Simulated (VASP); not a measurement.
MgO: single point with r2SCAN

MgO:

```
CELL_PARAMETERS angstrom
0.00000 2.02328 2.10211
2.10211 0.00000 2.10211
2.10211 2.02328 0.00000
ATOMIC_POSITIONS crystal
Mg 0.00000 0.00000 0.00000
O 0.50000 0.50000 0.50000
```

This cell differs from its parent crystal: strain -0.0375 x Voigt [0, 1, 0, 0, 0, 0].

```json
{
  "Program": "VASP 6.6.1",
  "Task": "single point",
  "Functional": "r2SCAN",
  "Potentials or basis": "VASP PAW PBE potentials, release 64 (Mg, O)",
  "Cutoff": "520 eV",
  "k mesh": "10 × 10 × 10",
  "Occupations": "gaussian, width 0.05 eV",
  "Spin": "no spin polarisation"
}
```

```yaml
Pressure: 6.3 GPa
Band_gap_on_the_k_mesh: 6.02 eV, direct
```

Stress tensor (GPa, compression positive):
```
 2.69  0.00  0.00
 0.00 13.66  0.00
 0.00  0.00  2.69
```

Levels at points of the mesh, in eV from the valence-band top:
| k point | band 1 | band 2 | band 3 | band 4 | band 5 | band 6 | band 7 | band 8 |
| --- | --- | --- | --- | --- | --- | --- | --- | --- |
| (0.00, 0.00, 0.00) | -18.46 | -0.09 | 0.00 | 0.00 | 6.02 | 16.94 | 16.94 | 17.36 |
| (0.50, 0.00, 0.00) | -17.10 | -4.84 | -0.80 | -0.71 | 9.06 | 14.29 | 17.42 | 18.37 |
| (0.50, 0.50, 0.00) | -16.87 | -4.36 | -1.52 | -1.28 | 10.22 | 11.57 | 14.58 | 20.81 |
| (0.50, 0.00, 0.50) | -16.77 | -4.21 | -1.58 | -1.58 | 9.79 | 11.51 | 15.11 | 20.76 |

Run time: 52 s on 1 thread of Intel Xeon 6975P-C, on a shared host, peak memory 0.16 GiB.

Caveat: the cell differs from its parent crystal (strain -0.0375 x Voigt [0, 1, 0, 0, 0, 0]); the PAW data sets were made with another functional, which shifts forces and pressure a little.
